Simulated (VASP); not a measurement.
# V3NiPb (Pm-3m) in VASP: a series of runs

V3NiPb is run at these levels: PBE; tasks: single point, relaxation of cell and atoms.

Everything below comes from runs of VASP 6.6.1. Logs are shortened: lines on timing, memory, paths and dates and some standing lists are left out, and cuts for length are marked.

### 1 The cell of the first run

It takes space group Pm-3m (No. 221, cubic). The conventional cell has a = 4.879 Å, b = 4.879 Å, c = 4.879 Å, α = 90.00°, β = 90.00°, γ = 90.00°. V (site symmetry 4/mmm) has 2 Pb at 2.44 Å within 3.2 Å. Ni (site symmetry m-3m) has 12 V at 3.45 Å and 8 Pb at 4.23 Å within 4.5 Å. Within 3.2 Å of Pb (site symmetry m-3m) lie 6 V at 2.44 Å.

### 2 Single point, PBE

INCAR

```
PREC = Accurate ; ENCUT = 520
EDIFF = 1E-7 ; ISMEAR = 0
SIGMA = 0.1 ; LREAL = F
LASPH = T ; NELM = 100
ALGO = Normal ; ISIF = 2
LWAVE = F ; LCHARG = T
GGA = PE ; LELF = T
LVHAR = T ; NBANDS = 40
```

KPOINTS

```
Automatic mesh
0
Gamma
  4 4 4
```

POSCAR

```
V3NiPb
1.0
    4.8792416439      0.0000000000      0.0000000000
    0.0000000000      4.8792416439      0.0000000000
    0.0000000000      0.0000000000      4.8792416439
V Ni Pb
3 1 1
Direct
    0.0000000000      0.5000000000      0.5000000000
    0.5000000000      0.0000000000      0.5000000000
    0.5000000000      0.5000000000      0.0000000000
    0.0000000000      0.0000000000      0.0000000000
    0.5000000000      0.5000000000      0.5000000000
```

Potentials or basis: VASP PAW PBE potentials, release 64 (V_sv, Ni, Pb_d).

Started as:

```
cat potpaw_PBE.64/V_sv/POTCAR potpaw_PBE.64/Ni/POTCAR potpaw_PBE.64/Pb_d/POTCAR > POTCAR
mpirun -np 1 vasp_std > vasp.out
```

OUTCAR:

```text
PREC = Accurate
   ENCUT = 520
   EDIFF = 1E-7
   ISMEAR = 0
   LREAL = F
   LASPH = T
   NELM = 100
   ISIF = 2
   GGA = PE

 ion  position               nearest neighbor table
   1  0.000  0.500  0.500-   5 2.44   5 2.44
   2  0.500  0.000  0.500-   5 2.44   5 2.44
   3  0.500  0.500  0.000-   5 2.44   5 2.44
   4  0.000  0.000  0.000-
   5  0.500  0.500  0.500-   1 2.44   2 2.44   3 2.44   3 2.44   2 2.44   1 2.44

  LATTYP: Found a simple cubic cell.
 ALAT       =     4.8792416439

  Lattice vectors:

 A1 = (   4.8792416439,   0.0000000000,   0.0000000000)
 A2 = (   0.0000000000,   4.8792416439,   0.0000000000)
 A3 = (   0.0000000000,   0.0000000000,   4.8792416439)

Analysis of symmetry for initial positions (statically):
=====================================================================
 Subroutine PRICEL returns:
 Original cell was already a primitive cell.

 Routine SETGRP: Setting up the symmetry group for a
 simple cubic supercell.

 Subroutine GETGRP returns: Found 48 space group operations
 (whereof 48 operations were pure point group operations)
 out of a pool of 48 trial point group operations.

The static configuration has the point symmetry O_h .

Analysis of symmetry for dynamics (positions and initial velocities):
=====================================================================
 Subroutine PRICEL returns:
 Original cell was already a primitive cell.

 Routine SETGRP: Setting up the symmetry group for a
 simple cubic supercell.

 Subroutine GETGRP returns: Found 48 space group operations
 (whereof 48 operations were pure point group operations)
 out of a pool of 48 trial point group operations.

The dynamic configuration has the point symmetry O_h .

 Subroutine INISYM returns: Found 48 space group operations
 (whereof 48 operations are pure point group operations),
 and found     1 'primitive' translations

----------------------------------------------------------------------------------------

                                     Primitive cell

  volume of cell :     116.1601

  direct lattice vectors                    reciprocal lattice vectors
     4.879241644  0.000000000  0.000000000     0.204949882  0.000000000  0.000000000
     0.000000000  4.879241644  0.000000000     0.000000000  0.204949882  0.000000000
     0.000000000  0.000000000  4.879241644     0.000000000  0.000000000  0.204949882

  length of vectors
     4.879241644  4.879241644  4.879241644     0.204949882  0.204949882  0.204949882

  position of ions in fractional coordinates (direct lattice)
     0.000000000  0.500000000  0.500000000
     0.500000000  0.000000000  0.500000000
     0.500000000  0.500000000  0.000000000
     0.000000000  0.000000000  0.000000000
     0.500000000  0.500000000  0.500000000

  ion indices of the primitive-cell ions
   primitive index   ion index
                 1           1
                 2           2
                 3           3
                 4           4
                 5           5

----------------------------------------------------------------------------------------

 KPOINTS: Automatic mesh

Automatic generation of k-mesh.
 Grid dimensions read from file:
 generate k-points for:    4    4    4

 Generating k-lattice:

  Cartesian coordinates                     Fractional coordinates (reciprocal lattice)
     0.051237471  0.000000000  0.000000000     0.250000000  0.000000000  0.000000000
     0.000000000  0.051237471  0.000000000     0.000000000  0.250000000  0.000000000
     0.000000000  0.000000000  0.051237471     0.000000000  0.000000000  0.250000000

  Length of vectors
     0.051237471  0.051237471  0.051237471

  Shift w.r.t. Gamma in fractional coordinates (k-lattice)
     0.000000000  0.000000000  0.000000000

 Subroutine IBZKPT returns following result:
 ===========================================

 Found     10 irreducible k-points:

 Following reciprocal coordinates:
            Coordinates               Weight
  0.000000  0.000000  0.000000      1.000000
  0.250000  0.000000  0.000000      6.000000
  0.500000  0.000000  0.000000      3.000000
  0.250000  0.250000  0.000000     12.000000
  0.500000  0.250000  0.000000     12.000000
  0.500000  0.500000  0.000000      3.000000
  0.250000  0.250000  0.250000      8.000000
  0.500000  0.250000  0.250000     12.000000
  0.500000  0.500000  0.250000      6.000000
  0.500000  0.500000  0.500000      1.000000
   k-points           NKPTS =     10   k-points in BZ     NKDIM =     10   number of bands    NBANDS=     40
   number of dos      NEDOS =    301   number of ions     NIONS =      5
   total plane-waves  NPLWV =  46656
   dimension x,y,z NGX =    36 NGY =   36 NGZ =   36
   dimension x,y,z NGXF=    72 NGYF=   72 NGZF=   72
   ions per type =               3   1   1
   NGX,Y,Z   is equivalent  to a cutoff of  12.27, 12.27, 12.27 a.u.
   NGXF,Y,Z  is equivalent  to a cutoff of  24.53, 24.53, 24.53 a.u.
 SYSTEM =  unknown system
   PREC   = accura    normal or accurate (medium, high low for compatibility)
   ISTART =      0    job   : 0-new  1-cont  2-samecut
   ICHARG =      2    charge: 1-file 2-atom 10-const
   ISPIN  =      1    spin polarized calculation?
   LNONCOLLINEAR =      F non collinear calculations
   LSORBIT =      F    spin-orbit coupling
   LASPH  =      T    aspherical Exc in radial PAW
   ENCUT  =  520.0 eV  38.22 Ry    6.18 a.u.   9.07  9.07  9.07*2*pi/ulx,y,z
   NELM   =    100;   NELMIN=  2; NELMDL= -5     # of ELM steps
   EDIFF  = 0.1E-06   stopping-criterion for ELM
   LREAL  =      F    real-space projection
   EDIFFG = 0.1E-05   stopping-criterion for IOM
   NSW    =      0    number of steps for IOM
   IBRION =     -1    ionic relax: 0-MD 1-quasi-New 2-CG
   NFREE  =      0    steps in history (QN), initial steepest desc. (CG)
   ISIF   =      2    stress and relaxation
   ISYM   =      2    0-nonsym 1-usesym 2-fastsym
   POTIM  = 0.5000    time-step for ionic-motion
   TEBEG  =    0.0;   TEEND  =   0.0 temperature during run
   PSTRESS=    0.0 pullay stress
   NELECT =      63.0000    total number of electrons
   NUPDOWN=      -1.0000    fix difference up-down
   EMIN   =  10.00;   EMAX   =-10.00  energy-range for DOS
   EFERMI =   0.00;   METHOD = LEGACY
   ISMEAR =     0;   SIGMA  =   0.10  broadening in eV -4-tet -1-fermi 0-gaus
   EFERMI_NEDOS =   21; number of points for ismear=-14 and -15
   IALGO  =     38    algorithm
   IMIX   =      4    mixing-type and parameters
     AMIX     =   0.40;   BMIX     =  1.00
     AMIX_MAG =   1.60;   BMIX_MAG =  1.00
  volume/ion in A,a.u.               =      23.23       156.78
  Fermi-wavevector in a.u.,A,eV,Ry     =   1.335066  2.522909 24.251035  1.782401
  Thomas-Fermi vector in A             =   2.463799
   LORBIT       =      0    0 simple, 1 ext, 2 COOP (PROOUT), +10 PAW based schemes
   GGA     = PE    functional components
   LHFCALC =     F    Hartree Fock is set to
   AEXX    =    0.0000 exact exchange contribution
   IVDW    =     0    specifies the selected vdW correction
   LEPSILON=     F    determine dielectric tensor
   LRPA    =     F    only Hartree local field effects (RPA)
 non-spin polarized calculation
 Gauss-broadening in eV      SIGMA  =   0.10
  energy-cutoff  :      520.00
  volume of cell :      116.16
 maximum number of plane-waves:      3178
   NGX = 19   NGY = 19   NGZ = 19

 number of electron      62.9999953 magnetization

 Free energy of the ion-electron system (eV)
  ---------------------------------------------------
  ext. energy  EPLUGINS =         0.00000000
  ---------------------------------------------------
  free energy    TOTEN  =       -24.41939350 eV

  energy without entropy =      -24.36316994  energy(sigma->0) =      -24.39128172

 E-fermi :   4.9670     XC(G=0): -10.1127

 val. band max:        4.9514923801   @ k =   0.5000   0.5000   0.2500
 cond. band min:       4.9849818110   @ k =   0.2500   0.2500   0.0000
 fundamental gap:      0.0334894309
 Fermi energy:         4.9669982361

 k-point     1 :       0.0000    0.0000    0.0000
  band No.  band energies     occupation
      1     -59.4738      2.00000
      2     -59.4672      2.00000
      3     -59.4672      2.00000
      4     -33.3624      2.00000
      5     -33.3624      2.00000
      6     -33.3624      2.00000
[... 32 lines left out ...]
     39       6.0586      0.00000
     40       6.0588      0.00000

 k-point     2 :       0.2500    0.0000    0.0000
  band No.  band energies     occupation
      1     -59.4728      2.00000
      2     -59.4676      2.00000
      3     -59.4672      2.00000
      4     -33.3597      2.00000
      5     -33.3597      2.00000
      6     -33.3596      2.00000
[... 32 lines left out ...]
     39       6.0589      0.00000
     40       6.4529      0.00000

 k-point     3 :       0.5000    0.0000    0.0000
  band No.  band energies     occupation
      1     -59.4716      2.00000
      2     -59.4683      2.00000
      3     -59.4672      2.00000
      4     -33.3555      2.00000
      5     -33.3555      2.00000
      6     -33.3539      2.00000
[... 32 lines left out ...]
     39       6.0592      0.00000
     40       6.9822      0.00000

 k-point     4 :       0.2500    0.2500    0.0000
  band No.  band energies     occupation
      1     -59.4719      2.00000
      2     -59.4677      2.00000
      3     -59.4674      2.00000
      4     -33.3641      2.00000
      5     -33.3572      2.00000
      6     -33.3547      2.00000
[... 32 lines left out ...]
     39       5.9711      0.00000
     40       6.3616      0.00000
[... 170 lines left out ...]
     39       5.9157      0.00000
     40       6.2835      0.00000

 k-point     9 :       0.5000    0.5000    0.2500
  band No.  band energies     occupation
      1     -59.4688      2.00000
      2     -59.4683      2.00000
      3     -59.4683      2.00000
      4     -33.3703      2.00000
      5     -33.3645      2.00000
      6     -33.3645      2.00000
[... 32 lines left out ...]
     39       6.0521      0.00000
     40       6.2686      0.00000

 k-point    10 :       0.5000    0.5000    0.5000
  band No.  band energies     occupation
      1     -59.4683      2.00000
      2     -59.4683      2.00000
      3     -59.4683      2.00000
      4     -33.3702      2.00000
      5     -33.3702      2.00000
      6     -33.3702      2.00000
[... 32 lines left out ...]
     39       5.9941      0.00000
     40       5.9941      0.00000

------------------------ aborting loop because EDIFF is reached ----------------------------------------

  FORCE on cell =-STRESS in cart. coord.  units (eV):
  Direction    XX          YY          ZZ          XY          YZ          ZX
  --------------------------------------------------------------------------------------
  -------------------------------------------------------------------------------------
  Total        0.1594705      0.1594705      0.1594705      0.0000000     -0.0000000      0.0000000
  in kB        2.1995508      2.1995508      2.1995508      0.0000000     -0.0000000      0.0000000
  external PRESSURE =       2.1995508 kB  Pullay stress =       0.0000000 kB

 VOLUME and BASIS-vectors are now :
 -----------------------------------------------------------------------------
  energy-cutoff  :      520.00
  volume of cell :      116.16
      direct lattice vectors                 reciprocal lattice vectors
     4.879241644  0.000000000  0.000000000     0.204949882  0.000000000  0.000000000
     0.000000000  4.879241644  0.000000000     0.000000000  0.204949882  0.000000000
     0.000000000  0.000000000  4.879241644     0.000000000  0.000000000  0.204949882

 POSITION                                       TOTAL-FORCE (eV/Angst)
 -----------------------------------------------------------------------------------
      0.00000      2.43962      2.43962         0.000000      0.000000      0.000000
      2.43962      0.00000      2.43962         0.000000      0.000000      0.000000
      2.43962      2.43962      0.00000         0.000000      0.000000      0.000000
      0.00000      0.00000      0.00000         0.000000      0.000000      0.000000
      2.43962      2.43962      2.43962         0.000000      0.000000      0.000000
 -----------------------------------------------------------------------------------
    total drift:                                0.000000      0.000000      0.000000

  FREE ENERGIE OF THE ION-ELECTRON SYSTEM (eV)
  ---------------------------------------------------
  free  energy   TOTEN  =       -24.4193934984 eV

  energy  without entropy=      -24.3631699357  energy(sigma->0) =      -24.39128172
```

Wall time 49 s (1 thread of Intel Xeon Platinum 8375C at 2.90GHz (Ice Lake), shared host); peak memory 0.22 GiB.

Results:

```yaml
Free_energy: -24.4194 eV
Pressure: 0.2 GPa
Band_gap_on_the_k_mesh: zero (an odd number of electrons rules out a gap without spin polarisation)
```

Caveat: spin-orbit coupling is left out, which moves the levels of the heavy elements. Spin polarisation is off, so any magnetic state and its effect on volume and gap are missing.

### 3 Relaxation of cell and atoms, PBE

This run uses another cell than the first one, of 15.03 Å³/atom.

INCAR

```
ALGO     = Normal         # electronic algorithm
EDIFF    = 1E-6           # SCF threshold, eV
EDIFFG   = -0.04          # ionic threshold
ENCUT    = 600            # plane-wave cutoff, eV
GGA      = PE             # functional
IBRION   = 2              # ionic algorithm
ISIF     = 3              # what is computed and relaxed
ISMEAR   = 0              # smearing method
LASPH    = T              # aspherical terms in the spheres
LCHARG   = F              # write CHGCAR
LREAL    = F              # projectors in reciprocal space
LWAVE    = F              # write WAVECAR
NELM     = 100            # most SCF steps
NSW      = 90             # ionic steps
PREC     = Accurate       # precision mode
SIGMA    = 0.1            # smearing width, eV
```

KPOINTS

```
k-points
0
Gamma
  4 4 4
```

POSCAR: that of step 2 with these lines changed.

```diff
@@ -2,5 +2,5 @@
 1.0
-    4.8792416439      0.0000000000      0.0000000000
-    0.0000000000      4.8792416439      0.0000000000
-    0.0000000000      0.0000000000      4.8792416439
+    4.2198990513      0.0000000000      0.0000000000
+    0.0000000000      4.2198990513      0.0000000000
+    0.0000000000      0.0000000000      4.2198990513
 V Ni Pb
```

Potentials or basis: VASP PAW PBE potentials, release 64 (V_sv, Ni, Pb_d).

Started as:

```
cat potpaw_PBE.64/V_sv/POTCAR potpaw_PBE.64/Ni/POTCAR potpaw_PBE.64/Pb_d/POTCAR > POTCAR
mpirun -np 1 vasp_std > vasp.out
```

Run time: 6.7 min. Hardware: 1 thread of Intel Xeon Platinum 8375C at 2.90GHz (Ice Lake), shared host; peak memory 0.23 GiB.

Results (log left out):

| Quantity | Value |
| --- | --- |
| Free energy | -24.3866 eV |
| Relaxed volume | 23.25 Å³/atom |
| Relaxed cell | a = 4.880 Å, b = 4.880 Å, c = 4.880 Å, α = 90.00°, β = 90.00°, γ = 90.00° |
| Space group after relaxing (to 0.1 Å) | Pm-3m (No. 221) |
| Energy gained by relaxing | 1443.6 meV/atom |
| Ionic steps | 5 |
| Pressure after relaxing | 0.0 GPa |
| Band gap on the k mesh | zero (an odd number of electrons rules out a gap without spin polarisation) |

The path:
```
step  energy change (eV)  largest force (eV/Å)  pressure (GPa)  volume (Å³)
   1              0.0000                0.0000           82.97        75.15
   2             -2.5424                0.0000          -11.20       195.55
   3             -7.1918                0.0000           -2.33       119.76
   4             -7.2136                0.0000           -0.91       117.56
   5             -7.2180                0.0000            0.00       116.23
```

Final structure:
```
CELL_PARAMETERS angstrom
4.88022 0.00000 0.00000
0.00000 4.88022 0.00000
0.00000 0.00000 4.88022
ATOMIC_POSITIONS crystal
V 0.00000 0.50000 0.50000
V 0.50000 0.00000 0.50000
V 0.50000 0.50000 0.00000
Ni 0.00000 0.00000 0.00000
Pb 0.50000 0.50000 0.50000
```

Levels at points of the mesh, in eV from the Fermi level:
| k point | band 27 | band 28 | band 29 | band 30 | band 31 | band 32 | band 33 | band 34 | band 35 | band 36 |
| --- | --- | --- | --- | --- | --- | --- | --- | --- | --- | --- |
| (0.00, 0.00, 0.00) | -0.94 | -0.32 | -0.32 | -0.32 | 0.03 | 0.03 | 0.70 | 0.70 | 0.70 | 0.98 |
| (0.50, 0.00, 0.00) | -0.52 | -0.50 | -0.50 | -0.43 | -0.43 | 0.26 | 0.27 | 0.53 | 0.53 | 0.62 |
| (0.50, 0.50, 0.00) | -0.65 | -0.65 | -0.54 | -0.34 | -0.09 | -0.09 | 0.14 | 0.14 | 0.34 | 0.45 |
| (0.50, 0.50, 0.50) | -0.60 | -0.18 | -0.18 | -0.18 | 0.18 | 0.18 | 0.18 | 0.38 | 0.38 | 0.38 |

Caveat: the k points lie up to 0.32 Å⁻¹ apart in the final cell, too coarse for converged energies and pressures of a metal; the volume moved by over 15 % at a fixed basis, so the end points are rough; spin-orbit coupling is left out, which moves the levels of the heavy elements.

The gap in the log of VASP goes by the Fermi energy; the results here count the filled bands.